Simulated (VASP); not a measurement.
# MgAl15HN16 (a cell with a defect) in VASP: a series of runs

MgAl15HN16 (a cell with a defect) is run at these levels: PBE; tasks: single point.

Everything below comes from runs of VASP 6.6.1. Logs are shortened: lines on timing, memory, paths and dates and some standing lists are left out, and cuts for length are marked.

### Step 1. The cell of the first run

The cell holds a defect, 33 atoms: a = 6.260 Å, b = 6.260 Å, c = 10.035 Å, α = 90.00°, β = 90.00°, γ = 120.00°.

### Step 2. Single point, PBE, collinear spin

INCAR reads:

```
ALGO = Normal
EDIFF = 1E-7
ENCUT = 520
GGA = PE
ISIF = 2
ISMEAR = 0
ISPIN = 2
LASPH = True
LCHARG = False
LORBIT = 11
LREAL = Auto
LWAVE = False
MAGMOM = 0 0 0 0 0 0 0 0 0 0 0 0 0 0 0 0.01 0 0.01 0.08 0.31 0.13 0.05 0.05 0.01 0.05 0.02 0.05 0.01 0.01 0.01 0.01 0 0
NBANDS = 90
NELECT = 127.0
NELM = 150
NUPDOWN = 1.0
PREC = Accurate
SIGMA = 0.01
```

KPOINTS reads:

```
Automatic mesh
0
Gamma
  1 1 1
  0.25 0.25 0.25
```

POSCAR reads:

```
MgAl15HN16
1.0
    6.2595139102      0.0000000601      0.0000000000
   -3.1297570100      5.4208980298      0.0000000000
    0.0000000000      0.0000000000     10.0348065900
Al Mg N H
15 1 16 1
Direct
    0.3315186948      0.1702868395      0.2367676345
    0.3361905879      0.1655025341      0.7526070111
    0.1632961444      0.3370925726      0.9995308819
    0.3337470519      0.6692377360      0.2484367653
    0.1530794732      0.8165076656      0.5062115303
    0.3365677254      0.6728930417      0.7521442054
    0.1620360194      0.8324314225      0.9988947902
    0.8294673304      0.1668189896      0.2495256159
    0.6858670441      0.3482611738      0.5060889233
    0.8291385562      0.1655505040      0.7519681847
    0.6673146080      0.3386069156      0.9995496459
    0.8319336549      0.6684882721      0.2491493582
    0.6662323754      0.8368747718      0.5018489026
    0.8314598911      0.6701585277      0.7534288260
    0.6652671452      0.8353801510      1.0010666820
    0.1708488130      0.3263534852      0.4929725171
    0.3516496259      0.1501778220      0.4314376477
    0.1645324473      0.3349103013      0.1906446792
    0.3293993336      0.1702436747      0.9425646375
    0.1690137176      0.3343354979      0.7036424416
    0.3407519143      0.6861755240      0.4381292058
    0.1662362918      0.8332927193      0.1882872902
    0.3310217004      0.6708819492      0.9413446702
    0.1659206233      0.8332104778      0.6926376776
    0.8138835085      0.1596258507      0.4377556308
    0.6678865636      0.3355963246      0.1881871994
    0.8296429017      0.1701195400      0.9414169344
    0.6688376669      0.3361322010      0.6926208710
    0.8311304427      0.6706676056      0.4401693701
    0.6672234187      0.8332003158      0.1895202270
    0.8298634737      0.6706953984      0.9408231099
    0.6676140511      0.8343985969      0.6915381178
    0.4473612806      0.0583295233      0.4048996146
```

Potentials or basis: VASP PAW PBE potentials, release 64 (Al, Mg, N, H).

Launch:

```
cat potpaw_PBE.64/Al/POTCAR potpaw_PBE.64/Mg/POTCAR potpaw_PBE.64/N/POTCAR potpaw_PBE.64/H/POTCAR > POTCAR
mpirun -np 1 vasp_std > vasp.out
```

OUTCAR:

```text
EDIFF = 1E-7
   ENCUT = 520
   GGA = PE
   ISIF = 2
   ISMEAR = 0
   ISPIN = 2
   LASPH = True
   LORBIT = 11
   LREAL = Auto
   NELECT = 127.0
   NELM = 150
   NUPDOWN = 1.0
   PREC = Accurate

 ion  position               nearest neighbor table
   1  0.332  0.170  0.237-  18 1.86  26 1.89  22 1.89  17 1.97  33 2.09   3 2.99  11 3.00   7 3.01
                            16 3.09   4 3.12  12 3.13   8 3.13   8 3.13  12 3.14   4 3.15   5 3.31
   2  0.336  0.166  0.753-  20 1.89  24 1.90  28 1.90  19 1.91  11 3.06   7 3.06   6 3.08  10 3.09
                             3 3.10   5 3.11   9 3.12  14 3.13  14 3.13  16 3.15  10 3.17   6 3.17
   3  0.163  0.337  1.000-  19 1.89  27 1.90  23 1.90  18 1.92   1 2.99  10 3.07   6 3.08   4 3.08
                             8 3.09   2 3.10   7 3.10  11 3.11  15 3.13  15 3.13  11 3.15   7 3.16
   4  0.334  0.669  0.248-  22 1.90  30 1.90  18 1.90  21 1.91  15 3.06  16 3.08   3 3.08   7 3.09
                             8 3.11  13 3.12   1 3.12  12 3.12  12 3.14   5 3.14   1 3.15   8 3.15
   5  0.153  0.817  0.506-  21 1.86  29 1.87  24 1.87  17 1.97  33 1.98   9 2.93  14 3.03   6 3.04
                            12 3.11  13 3.11   2 3.11  16 3.13  16 3.14   4 3.14  13 3.15   1 3.31
   6  0.337  0.673  0.752-  24 1.89  32 1.89  20 1.90  23 1.90   5 3.04   7 3.07  15 3.07   3 3.08
                            13 3.08  10 3.08   2 3.08  14 3.11  14 3.15   2 3.17  10 3.18  16 3.21
   7  0.162  0.832  0.999-  23 1.88  31 1.89  22 1.90  19 1.92   1 3.01  14 3.05   2 3.06   6 3.07
                            12 3.08   4 3.09  11 3.09   3 3.10  15 3.12  15 3.14   3 3.16  11 3.17
   8  0.829  0.167  0.250-  25 1.89  26 1.89  30 1.91  18 1.91  16 3.07  15 3.07   3 3.09  11 3.09
                            13 3.10   4 3.11   9 3.12  12 3.13   1 3.13  12 3.13   1 3.13   4 3.15
   9  0.686  0.348  0.506-  25 1.86  29 1.87  28 1.87  33 1.96  17 1.97   5 2.93  14 3.04  10 3.04
                            16 3.11  12 3.11   2 3.12   8 3.12  13 3.12  13 3.14  16 3.16   1 3.32
  10  0.829  0.166  0.752-  28 1.89  32 1.89  27 1.90  20 1.91   9 3.04  15 3.07   3 3.07  11 3.08
                            13 3.08   6 3.08   2 3.09  14 3.11  14 3.15   2 3.17   6 3.18  16 3.19
  11  0.667  0.339  1.000-  27 1.89  26 1.89  31 1.89  19 1.92   1 3.00  14 3.05   2 3.06  10 3.08
                            12 3.08   8 3.09   7 3.09   3 3.11  15 3.12  15 3.14   3 3.15   7 3.17
  12  0.832  0.668  0.249-  30 1.88  26 1.91  22 1.91  29 1.92  15 3.08  11 3.08   7 3.08   9 3.11
                             5 3.11  13 3.12   4 3.12   8 3.13   1 3.13   8 3.13   1 3.14   4 3.14
  13  0.666  0.837  0.502-  25 1.87  21 1.88  29 1.90  32 1.90  10 3.08   6 3.08   8 3.10  14 3.10
                             5 3.11  16 3.11  12 3.12   4 3.12   9 3.12   9 3.14  16 3.15   5 3.15
  14  0.831  0.670  0.753-  31 1.88  32 1.88  28 1.91  24 1.91   5 3.03   9 3.04   7 3.05  11 3.05
                            15 3.07  13 3.10   6 3.11  10 3.11   2 3.13   2 3.13  10 3.15   6 3.15
  15  0.665  0.835  0.001-  31 1.88  30 1.89  23 1.91  27 1.91   4 3.06  14 3.07   6 3.07   8 3.07
                            10 3.07  12 3.08  11 3.12   7 3.12   3 3.13   3 3.13   7 3.14  11 3.14
  16  0.171  0.326  0.493-  25 2.01  21 2.03  17 2.03  20 2.11   8 3.07   4 3.08   1 3.09   9 3.11
[... 273 lines left out ...]
      2      -8.6179      1.00000
      3      -8.2670      1.00000
      4      -8.0340      1.00000
      5      -7.9540      1.00000
      6      -7.7473      1.00000
[... 457 lines left out ...]
     74      12.5890      0.00000
     75      12.7691      0.00000
 Fermi energy:         5.5844005818

 spin component 2

 k-point     1 :       0.2500    0.2500    0.2500
  band No.  band energies     occupation
      1      -9.9109      1.00000
      2      -8.5592      1.00000
      3      -8.2173      1.00000
      4      -7.9541      1.00000
      5      -7.8997      1.00000
      6      -7.6623      1.00000
[... 457 lines left out ...]
     74      12.6100      0.00000
     75      12.7942      0.00000
 [bands above 75 left out]

------------------------ aborting loop because EDIFF is reached ----------------------------------------

  FORCE on cell =-STRESS in cart. coord.  units (eV):
  Direction    XX          YY          ZZ          XY          YZ          ZX
  --------------------------------------------------------------------------------------
  -------------------------------------------------------------------------------------
  Total       -4.4546097     -4.5746198      1.2968609     -0.3036744      0.2946702      0.0268481
  in kB      -20.9603911    -21.5250781      6.1021533     -1.4288871      1.3865193      0.1263288
  external PRESSURE =     -12.1277720 kB  Pullay stress =       0.0000000 kB

 VOLUME and BASIS-vectors are now :
 -----------------------------------------------------------------------------
  energy-cutoff  :      520.00
  volume of cell :      340.50
      direct lattice vectors                 reciprocal lattice vectors
     6.259513910  0.000000060  0.000000000     0.159756813  0.092235641  0.000000000
    -3.129757010  5.420898030  0.000000000    -0.000000002  0.184471279  0.000000000
     0.000000000  0.000000000 10.034806590     0.000000000  0.000000000  0.099653141

 POSITION                                       TOTAL-FORCE (eV/Angst)
 -----------------------------------------------------------------------------------
      1.54219      0.92311      2.37592         0.100130     -0.154426     -0.023964
      1.58641      0.89717      7.55227         0.093663     -0.029221      0.052853
     -0.03286      1.82734     10.03010        -0.110726      0.038223     -0.032862
     -0.00546      3.62787      2.49301        -0.000086     -0.008277      0.033270
     -1.59727      4.42620      5.07973        -0.042551      0.155274     -0.000714
      0.00076      3.64768      7.54762         0.086904     -0.106657     -0.014490
[... 25 lines left out ...]
      1.56747      4.52319      6.93945        -0.168021      0.127317     -0.078360
      2.61771      0.31620      4.06309         0.075265     -0.106446     -0.033596
 -----------------------------------------------------------------------------------
    total drift:                                0.004124     -0.001328      0.013675

  FREE ENERGIE OF THE ION-ELECTRON SYSTEM (eV)
  ---------------------------------------------------
  free  energy   TOTEN  =      -245.7790877132 eV

  energy  without entropy=     -245.7790877132  energy(sigma->0) =     -245.77908771

 total charge

# of ion       s       p       d       tot
------------------------------------------
    1        0.376   0.430   0.000   0.806
    2        0.373   0.429   0.000   0.802
    3        0.370   0.425   0.000   0.794
    4        0.371   0.426   0.000   0.797
    5        0.376   0.439   0.000   0.815
    6        0.373   0.431   0.000   0.804
[... 25 lines left out ...]
   32        1.230   2.613   0.000   3.843
   33        0.598   0.100   0.000   0.697
--------------------------------------------------
tot         26.109  48.388   0.068  74.565

 magnetization (x)

# of ion       s       p       d       tot
------------------------------------------
    1       -0.000   0.000   0.000   0.000
    2       -0.002   0.000   0.000  -0.001
    3        0.000  -0.001   0.000  -0.000
    4       -0.000   0.002   0.000   0.001
    5       -0.000  -0.001   0.000  -0.001
    6       -0.001  -0.001   0.000  -0.003
[... 25 lines left out ...]
   32       -0.000   0.005   0.000   0.005
   33       -0.000  -0.000   0.000  -0.000
--------------------------------------------------
tot          0.005   0.697   0.006   0.707
```

stdout:

```text
POSCAR found type information on POSCAR AlMgN H
 POSCAR found :  4 types and      33 ions
 scaLAPACK will be used
 LDA part: xc-table for (Slater+PW92), standard interpolation
 POSCAR, INCAR and KPOINTS ok, starting setup
 FFT: planning ... GRIDC
 FFT: planning ... GRID_SOFT
 FFT: planning ... GRID
 WAVECAR not read
 entering main loop
 the old and the new charge density differ
 old charge density:   128.00000 new  127.00000
    0.332E+01
```

Run time: 7.9 min. Hardware: 1 thread of Intel Xeon 6975P-C (Granite Rapids), shared host; peak memory 0.71 GiB.

Results:

- Free energy: -245.7791 eV
- Largest force: 0.303 eV/Å
- Net moment: 1.00 μB per cell
- Site moments: Al +0.00, -0.00 (each value once); Mg +0.01; N +0.01, +0.06, +0.25, +0.10, +0.02, +0.04, +0.08 (each value once); H -0.00 μB
- Valence electrons inside the program's atomic spheres: Al 0.81, 0.80, 0.79 (each value once); Mg 0.44; N 3.90, 3.84, 3.82, 3.77, 3.81, 3.83, 3.85 (each value once); H 0.70

Forces on the atoms (eV/Å):
```
Al   0.100 -0.154 -0.024
Al   0.094 -0.029  0.053
Al  -0.111  0.038 -0.033
Al   0.000 -0.008  0.033
Al  -0.043  0.155 -0.001
Al   0.087 -0.107 -0.014
Al  -0.132  0.126  0.102
Al   0.159 -0.042 -0.179
Al  -0.276  0.084  0.092
Al   0.149 -0.009  0.048
Al  -0.116  0.041 -0.041
Al   0.230 -0.026 -0.034
Al  -0.075 -0.171  0.102
Al   0.136 -0.076  0.032
Al  -0.086  0.088 -0.056
Mg   0.026  0.139  0.091
N    0.114 -0.065  0.081
N   -0.224  0.120  0.031
N    0.228 -0.082 -0.006
N   -0.202  0.047 -0.062
N    0.164 -0.115 -0.089
N   -0.208  0.057  0.007
N    0.196 -0.115  0.012
N   -0.166  0.101 -0.007
N    0.159 -0.014 -0.057
N   -0.168  0.089  0.059
N    0.188 -0.125 -0.005
N   -0.163  0.061 -0.038
N    0.069 -0.058 -0.006
N   -0.195  0.133  0.037
N    0.156 -0.103 -0.017
N   -0.168  0.127 -0.078
H    0.075 -0.106 -0.034
```

Caveat: the k points lie up to 0.58 Å⁻¹ apart; the cell carries a net charge on a neutralising background, which shifts energy and pressure; the cell is charged against a uniform background, so pressure and absolute levels hang on convention; the total moment is fixed, so each spin has its own Fermi level and the state may be an excited one.

### Step 3. Single point, PBE, collinear spin

INCAR reads:

```
SYSTEM = MgAl15HN16
PREC = Accurate
ENCUT = 520
EDIFF = 1E-7
ISMEAR = 0
SIGMA = 0.01
LREAL = Auto
LASPH = .TRUE.
NELM = 150
ALGO = Normal
ISIF = 2
LWAVE = .FALSE.
LCHARG = .TRUE.
ISPIN = 2
MAGMOM = 0 0 0 0 0 0 0 0 0 0 0 0 0 0 0 0.01 0 0.01 0.08 0.31 0.13 0.05 0.05 0.01 0.05 0.02 0.05 0.01 0.01 0.01 0.01 0 0
LORBIT = 11
NUPDOWN = 1.0
GGA = PE
LELF = .TRUE.
LVHAR = .TRUE.
NELECT = 127.0
NBANDS = 90
```

KPOINTS is that of step 2.

Changes to POSCAR since step 2:

```diff
@@ -2,5 +2,5 @@
 1.0
-    6.2595139102      0.0000000601      0.0000000000
-   -3.1297570100      5.4208980298      0.0000000000
-    0.0000000000      0.0000000000     10.0348065900
+    6.2595139128      0.0000000578      0.0000000000
+   -3.1297570064      5.4208980350      0.0000000000
+    0.0000000000      0.0000000000     10.0348065929
 Al Mg N H
```

Potentials or basis: VASP PAW PBE potentials, release 64 (Al, Mg, N, H).

Launch:

```
cat potpaw_PBE.64/Al/POTCAR potpaw_PBE.64/Mg/POTCAR potpaw_PBE.64/N/POTCAR potpaw_PBE.64/H/POTCAR > POTCAR
mpirun -np 1 vasp_std > vasp.out
```

It took 7.6 min on 1 thread of Intel Xeon 6975P-C (Granite Rapids), shared host; peak memory 0.72 GiB.

Results (log left out):

```
Free energy                                           : -245.7791 eV
Largest force                                         : 0.303 eV/Å
Net moment                                            : 1.00 μB per cell
Site moments                                          : Al +0.00, -0.00 (each value once); Mg +0.01; N +0.01, +0.06, +0.25, +0.10, +0.02, +0.04, +0.08 (each value once); H -0.00 μB
Valence electrons inside the program's atomic spheres : Al 0.81, 0.80, 0.79 (each value once); Mg 0.44; N 3.90, 3.84, 3.82, 3.77, 3.81, 3.83, 3.85 (each value once); H 0.70
```

Forces in eV/Å, atoms in the order of the input:
```
Al   0.100 -0.154 -0.024
Al   0.094 -0.029  0.053
Al  -0.111  0.038 -0.033
Al   0.000 -0.008  0.033
Al  -0.043  0.155 -0.001
Al   0.087 -0.107 -0.014
Al  -0.132  0.126  0.102
Al   0.159 -0.042 -0.179
Al  -0.276  0.084  0.092
Al   0.149 -0.009  0.048
Al  -0.116  0.041 -0.041
Al   0.230 -0.026 -0.034
Al  -0.075 -0.171  0.102
Al   0.136 -0.076  0.032
Al  -0.086  0.088 -0.056
Mg   0.026  0.139  0.091
N    0.114 -0.065  0.081
N   -0.224  0.120  0.031
N    0.228 -0.082 -0.006
N   -0.202  0.047 -0.062
N    0.164 -0.115 -0.089
N   -0.208  0.057  0.007
N    0.196 -0.115  0.012
N   -0.166  0.101 -0.007
N    0.159 -0.014 -0.057
N   -0.168  0.089  0.059
N    0.188 -0.125 -0.005
N   -0.163  0.061 -0.038
N    0.069 -0.058 -0.006
N   -0.195  0.133  0.037
N    0.156 -0.103 -0.017
N   -0.168  0.127 -0.078
H    0.075 -0.106 -0.034
```

Caveat: the k points lie up to 0.58 Å⁻¹ apart; the cell carries a net charge on a neutralising background, which shifts energy and pressure; the cell is charged against a uniform background, so pressure and absolute levels hang on convention; the total moment is fixed, so each spin has its own Fermi level and the state may be an excited one.

(Continued in part 2 of 2.)
